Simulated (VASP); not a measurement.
# MgO (P6_3/mmc) in VASP: G0W0 quasiparticle levels with PBE

Aim: the G0W0 quasiparticle levels of MgO with PBE.

All numbers are computed with VASP 6.6.1; they aren't measurements. Logs are shortened: lines on timing, memory, paths and dates and some standing lists are left out, and cuts for length are marked.

**1. The cell of the first run**

Symmetry: P6_3/mmc, No. 194, hexagonal system. Conventional cell: a = 2.923 Å, b = 2.923 Å, c = 5.092 Å, α = 90.00°, β = 90.00°, γ = 120.00°. Within 2.8 Å of Mg (site symmetry -3m) lie 6 O at 2.11 Å and 2 Mg at 2.55 Å. O (site symmetry -6m2) has 6 Mg at 2.11 Å within 2.8 Å.

**2. G0W0 quasiparticle levels, PBE**

File POSCAR:

```
MgO
1.0
    2.9230552965      0.0000000000      0.0000000000
   -1.4615276483      2.5314401435      0.0000000000
    0.0000000000      0.0000000000      5.0921016501
Mg O
2 2
Direct
    0.0000000000      0.0000000000      0.0000000000
    0.0000000000      0.0000000000      0.5000000000
    0.3333333333      0.6666666667      0.2500000000
    0.6666666667      0.3333333333      0.7500000000
```

File INCAR.step1:

```
SYSTEM = MgO
  PREC = Accurate
  ENCUT = 500
  EDIFF = 1E-8
  ISMEAR = 0
  SIGMA = 0.01
  LREAL = .FALSE.
  LASPH = .TRUE.
  NELM = 80
  ALGO = Normal
  LWAVE = .TRUE.
  LCHARG = .FALSE.
  GGA = PE
```

File INCAR.step2:

```
SYSTEM = MgO
  PREC = Accurate
  ENCUT = 500
  EDIFF = 1E-8
  ISMEAR = 0
  SIGMA = 0.01
  LREAL = .FALSE.
  LASPH = .TRUE.
  NELM = 1
  ALGO = Exact
  LWAVE = .TRUE.
  LCHARG = .FALSE.
  GGA = PE
  NBANDS = 120
  LOPTICS = .TRUE.
  ISTART = 1
```

File INCAR.step3:

```
SYSTEM = MgO
  PREC = Accurate
  ENCUT = 500
  EDIFF = 1E-8
  ISMEAR = 0
  SIGMA = 0.01
  LREAL = .FALSE.
  LASPH = .TRUE.
  ALGO = EVGW0
  LWAVE = .FALSE.
  LCHARG = .FALSE.
  GGA = PE
  NELMGW = 1
  NBANDS = 120
  ENCUTGW = 120.0
  NOMEGA = 96
  PRECFOCK = Fast
  ISTART = 1
  NBANDSGW = 16
  OMEGAMAX = 20
```

File KPOINTS:

```
Automatic mesh
0
G
  6 6 4
  0 0 0
```

Potentials or basis: VASP PAW PBE potentials, release 64 (Mg_GW, O_GW).

The run is started by

```bash
cat potpaw_PBE.64/Mg_GW/POTCAR potpaw_PBE.64/O_GW/POTCAR > POTCAR
cp INCAR.step1 INCAR
mpirun -np 1 vasp_std > vasp.out
cp INCAR.step2 INCAR
mpirun -np 1 vasp_std > vasp.out
cp INCAR.step3 INCAR
mpirun -np 1 vasp_std > vasp.out
```

OUTCAR:

```text
SYSTEM = MgO
   PREC = Accurate
   ENCUT = 500
   EDIFF = 1E-8
   ISMEAR = 0
   LREAL = .FALSE.
   LASPH = .TRUE.
   GGA = PE
   NELMGW = 1
   ENCUTGW = 120.0
   PRECFOCK = Fast
   ISTART = 1

 ion  position               nearest neighbor table
   1  0.000  0.000  0.000-   3 2.11   4 2.11   4 2.11   3 2.11   4 2.11   3 2.11
   2  0.000  0.000  0.500-   3 2.11   4 2.11   4 2.11   3 2.11   4 2.11   3 2.11
   3  0.333  0.667  0.250-   1 2.11   2 2.11   1 2.11   2 2.11   1 2.11   2 2.11
   4  0.667  0.333  0.750-   1 2.11   2 2.11   1 2.11   2 2.11   1 2.11   2 2.11

  LATTYP: Found a hexagonal cell.
 ALAT       =     2.9230552965
 C/A-ratio  =     1.7420476637

  Lattice vectors:

 A1 = (   2.9230552965,   0.0000000000,   0.0000000000)
 A2 = (  -1.4615276483,   2.5314401435,   0.0000000000)
 A3 = (   0.0000000000,   0.0000000000,   5.0921016501)

Analysis of symmetry for initial positions (statically):
=====================================================================
 Subroutine PRICEL returns:
 Original cell was already a primitive cell.

 Routine SETGRP: Setting up the symmetry group for a
 hexagonal supercell.

 Subroutine GETGRP returns: Found 24 space group operations
 (whereof 12 operations were pure point group operations)
 out of a pool of 24 trial point group operations.

The static configuration has the point symmetry D_3d.
 The point group associated with its full space group is D_6h.

Analysis of symmetry for dynamics (positions and initial velocities):
=====================================================================
 Subroutine PRICEL returns:
 Original cell was already a primitive cell.

 Routine SETGRP: Setting up the symmetry group for a
 hexagonal supercell.

 Subroutine GETGRP returns: Found 24 space group operations
 (whereof 12 operations were pure point group operations)
 out of a pool of 24 trial point group operations.

The dynamic configuration has the point symmetry D_3d.
 The point group associated with its full space group is D_6h.

 Subroutine INISYM returns: Found 24 space group operations
 (whereof 12 operations are pure point group operations),
 and found     1 'primitive' translations

----------------------------------------------------------------------------------------

                                     Primitive cell

  volume of cell :      37.6792

  direct lattice vectors                    reciprocal lattice vectors
     2.923055296  0.000000000  0.000000000     0.342107794  0.197516027  0.000000000
    -1.461527648  2.531440143  0.000000000     0.000000000  0.395032054  0.000000000
     0.000000000  0.000000000  5.092101650     0.000000000  0.000000000  0.196382568

  length of vectors
     2.923055296  2.923055297  5.092101650     0.395032054  0.395032054  0.196382568

  position of ions in fractional coordinates (direct lattice)
     0.000000000  0.000000000  0.000000000
     0.000000000  0.000000000  0.500000000
     0.333333333  0.666666667  0.250000000
     0.666666667  0.333333333  0.750000000

  ion indices of the primitive-cell ions
   primitive index   ion index
                 1           1
                 2           2
                 3           3
                 4           4

----------------------------------------------------------------------------------------

 KPOINTS: Automatic mesh

Automatic generation of k-mesh.
 Grid dimensions read from file:
 generate k-points for:    6    6    4

 Generating k-lattice:

  Cartesian coordinates                     Fractional coordinates (reciprocal lattice)
     0.057017966  0.032919338  0.000000000     0.166666667  0.000000000  0.000000000
     0.000000000  0.065838676  0.000000000     0.000000000  0.166666667  0.000000000
     0.000000000  0.000000000  0.049095642     0.000000000  0.000000000  0.250000000

  Length of vectors
     0.065838676  0.065838676  0.049095642

  Shift w.r.t. Gamma in fractional coordinates (k-lattice)
     0.000000000  0.000000000  0.000000000

 Subroutine IBZKPT returns following result:
 ===========================================

 Found     21 irreducible k-points:

 Following reciprocal coordinates:
            Coordinates               Weight
  0.000000  0.000000  0.000000      1.000000
  0.166667  0.000000  0.000000      6.000000
  0.333333  0.000000  0.000000      6.000000
  0.500000 -0.000000  0.000000      3.000000
  0.166667  0.166667  0.000000      6.000000
  0.333333  0.166667  0.000000     12.000000
[... 13 lines left out ...]
  0.333333  0.166667  0.500000     12.000000
  0.333333  0.333333  0.500000      2.000000
   k-points           NKPTS =     21   k-points in BZ     NKDIM =    144   number of bands    NBANDS=    120
   number of dos      NEDOS =    301   number of ions     NIONS =      4
   total plane-waves  NPLWV =  23040
   dimension x,y,z NGX =    24 NGY =   24 NGZ =   40
   dimension x,y,z NGXF=    48 NGYF=   48 NGZF=   80
   ions per type =               2   2
   NGX,Y,Z   is equivalent  to a cutoff of  13.65, 13.65, 13.06 a.u.
   NGXF,Y,Z  is equivalent  to a cutoff of  27.30, 27.30, 26.12 a.u.
 SYSTEM =  MgO
   PREC   = accura    normal or accurate (medium, high low for compatibility)
   ISTART =      1    job   : 0-new  1-cont  2-samecut
   ICHARG =      0    charge: 1-file 2-atom 10-const
   ISPIN  =      1    spin polarized calculation?
   LNONCOLLINEAR =      F non collinear calculations
   LSORBIT =      F    spin-orbit coupling
   LASPH  =      T    aspherical Exc in radial PAW
   ENCUT  =  500.0 eV  36.75 Ry    6.06 a.u.   5.33  5.33  9.28*2*pi/ulx,y,z
   NELM   =     60;   NELMIN=  2; NELMDL=  0     # of ELM steps
   EDIFF  = 0.1E-07   stopping-criterion for ELM
   LREAL  =      F    real-space projection
   EDIFFG = 0.1E-06   stopping-criterion for IOM
   NSW    =      0    number of steps for IOM
   IBRION =     -1    ionic relax: 0-MD 1-quasi-New 2-CG
   NFREE  =      0    steps in history (QN), initial steepest desc. (CG)
   ISIF   =      0    stress and relaxation
   ISYM   =      3    0-nonsym 1-usesym 2-fastsym
   POTIM  = 0.5000    time-step for ionic-motion
   TEBEG  =    0.0;   TEEND  =   0.0 temperature during run
   PSTRESS=    0.0 pullay stress
   NELECT =      16.0000    total number of electrons
   NUPDOWN=      -1.0000    fix difference up-down
   EMIN   =  10.00;   EMAX   =-10.00  energy-range for DOS
   EFERMI =   0.00;   METHOD = LEGACY
   ISMEAR =     0;   SIGMA  =   0.01  broadening in eV -4-tet -1-fermi 0-gaus
   EFERMI_NEDOS =   21; number of points for ismear=-14 and -15
   IALGO  =     38    algorithm
   IMIX   =      4    mixing-type and parameters
     AMIX     =   0.40;   BMIX     =  1.00
     AMIX_MAG =   1.60;   BMIX_MAG =  1.00
  volume/ion in A,a.u.               =       9.42        63.57
  Fermi-wavevector in a.u.,A,eV,Ry     =   1.230498  2.325304 20.600925  1.514125
  Thomas-Fermi vector in A             =   2.365344
   LORBIT       =      0    0 simple, 1 ext, 2 COOP (PROOUT), +10 PAW based schemes
   GGA     = PE    functional components
   LHFCALC =     T    Hartree Fock is set to
   PRECFOCK=fast      Normal, Fast or Accurate (Low or Medium for compatibility)
   ENCUT4O =  -1.0   cutoff for four orbital integrals eV
   NKREDX  =     1    reduce k-point grid by
   NKREDY  =     1    reduce k-point grid by
   NKREDZ  =     1    reduce k-point grid by
   AEXX    =    1.0000 exact exchange contribution
   HFSCREEN=    0.0000 screening length (either q_TF or 0.3 A-1)
   HFSCREENC=   0.0000 screening length for correlation (either q_TF or 0.3 A-1)
   ENCUTFOCK=  -1.0 apply spherical cutoff to Coloumb kernel
   IVDW    =     0    specifies the selected vdW correction
   LEPSILON=     F    determine dielectric tensor
   LRPA    =     F    only Hartree local field effects (RPA)
   LRPAFORCE           =     F    calculate RPA forces
   ENCUTGW             = 120.0    cutoff for response function in eV
   ENCUTGWSOFT         =  96.0    soft cutoff for Coulomb kernel in GW response function in eV
   ENCUTLF             =  -1.0    cutoff for local field effects
   NELMGW              =     1    number of iterations in solving QP/BSE equation
   NELMHF              =     1    number of iterations in the inner HF iteration
   NKREDLFX            =     1    NKREDLFY  =   1   NKREDLFZ  =   1
 non-spin polarized calculation
 Gauss-broadening in eV      SIGMA  =   0.01
  energy-cutoff  :      500.00
  volume of cell :       37.68
 maximum number of plane-waves:       991
 NGX is ok and might be reduce to    24
  NGX = 12; NGY = 12; NGZ = 20
   NGX = 11   NGY = 11   NGZ = 19
 maximum number of plane-waves:       123

 QP shifts <psi_nk| G(iteration)W_0 |psi_nk>: iteration 1
 for sc-GW calculations column KS-energies equals QP-energies in previous step
 and V_xc(KS)=  KS-energies - (<T + V_ion + V_H > + <T+V_H+V_ion>^1  + <V_x>^1)

 k-point   1 :       0.0000    0.0000    0.0000
  band No.  KS-energies  QP-energies   sigma(KS)   V_xc(KS)     V^pw_x(r,r')   Z            occupation Imag(sigma)

      1     -14.0946     -16.1943     -21.1481     -18.1285     -29.8964       0.6954       2.0000       1.0668
      2     -12.9929     -15.1035     -22.2733     -19.3335     -30.9387       0.7180       2.0000       0.9965
      3      -1.6623      -3.4839     -16.9245     -14.5296     -21.1222       0.7606       2.0000       0.0827
      4       2.7720       1.4963     -20.8548     -19.2246     -24.9345       0.7825       2.0000       0.0495
      5       2.7720       1.4963     -20.8548     -19.2246     -24.9345       0.7825       2.0000       0.0495
      6       2.7861       1.5474     -21.0142     -19.4412     -24.9059       0.7875       2.0000       0.0458
[... 8 lines left out ...]
     15      20.5462      22.0004      -7.7707      -9.5516      -3.1784       0.8165       0.0000      -0.0940
     16      20.5462      22.0004      -7.7707      -9.5516      -3.1784       0.8165       0.0000      -0.0940

 k-point   2 :       0.1667    0.0000    0.0000
  band No.  KS-energies  QP-energies   sigma(KS)   V_xc(KS)     V^pw_x(r,r')   Z            occupation Imag(sigma)

      1     -13.8299     -15.9319     -21.3662     -18.3619     -30.0839       0.6997       2.0000       1.0554
      2     -12.8641     -14.9683     -22.3820     -19.4678     -31.0475       0.7221       2.0000       0.9949
      3      -1.2594      -3.0582     -17.1761     -14.8236     -21.3183       0.7646       2.0000       0.0771
      4       1.6987       0.2527     -19.5204     -17.6687     -23.5148       0.7809       2.0000       0.0536
      5       1.9958       0.6315     -19.7406     -17.9983     -23.6493       0.7831       2.0000       0.0508
      6       2.5782       1.2617     -20.6530     -18.9690     -24.7391       0.7818       2.0000       0.0501
[... 8 lines left out ...]
     15      20.6958      22.0278      -7.8650      -9.5039      -3.2185       0.8127       0.0000      -0.1070
     16      20.8323      22.3112      -8.5148     -10.3634      -3.6782       0.8000       0.0000      -0.1231
[... 348 lines left out ...]
      5       1.3105      -0.2084     -19.3280     -17.3764     -23.3787       0.7783       2.0000       0.0557
      6       1.3105      -0.2084     -19.3280     -17.3764     -23.3787       0.7783       2.0000       0.0557
[... 8 lines left out ...]
     15      19.5275      21.0042      -7.8654      -9.6882      -3.1662       0.8101       0.0000      -0.1016
     16      19.5275      21.0042      -7.8654      -9.6882      -3.1662       0.8101       0.0000      -0.1016

 k-point  21 :       0.3333    0.3333    0.5000
  band No.  KS-energies  QP-energies   sigma(KS)   V_xc(KS)     V^pw_x(r,r')   Z            occupation Imag(sigma)

      1     -12.5542     -14.6157     -22.6408     -19.7886     -31.3110       0.7228       2.0000       0.9849
      2     -12.5542     -14.6157     -22.6408     -19.7886     -31.3110       0.7228       2.0000       0.9849
      3      -0.2678      -2.0100     -17.9076     -15.6453     -22.0469       0.7701       2.0000       0.0684
      4      -0.2678      -2.0100     -17.9076     -15.6453     -22.0469       0.7701       2.0000       0.0684
      5       0.2827      -1.3568     -18.4058     -16.2833     -22.5608       0.7724       2.0000       0.0660
      6       0.2827      -1.3568     -18.4058     -16.2833     -22.5608       0.7724       2.0000       0.0660
[... 8 lines left out ...]
     15      19.1202      20.5835      -7.6385      -9.4340      -3.0046       0.8150       0.0000      -0.0852
     16      19.1202      20.5835      -7.6385      -9.4340      -3.0046       0.8150       0.0000      -0.0852
```

It took 11 min on 1 thread of Intel Xeon Platinum 8488C (Sapphire Rapids), shared host; peak memory 0.58 GiB.

What came out:

* Quasiparticle gap: 6.86 eV
* Least direct quasiparticle gap: 6.86 eV
* Band gap of the starting levels on the mesh: 4.45 eV
* Least direct gap of the starting levels on the mesh: 4.45 eV

Caveat: the k points lie up to 0.41 Å⁻¹ apart; bands, screening cutoff and mesh are small and nothing is extrapolated, so the quasiparticle values aren't converged.
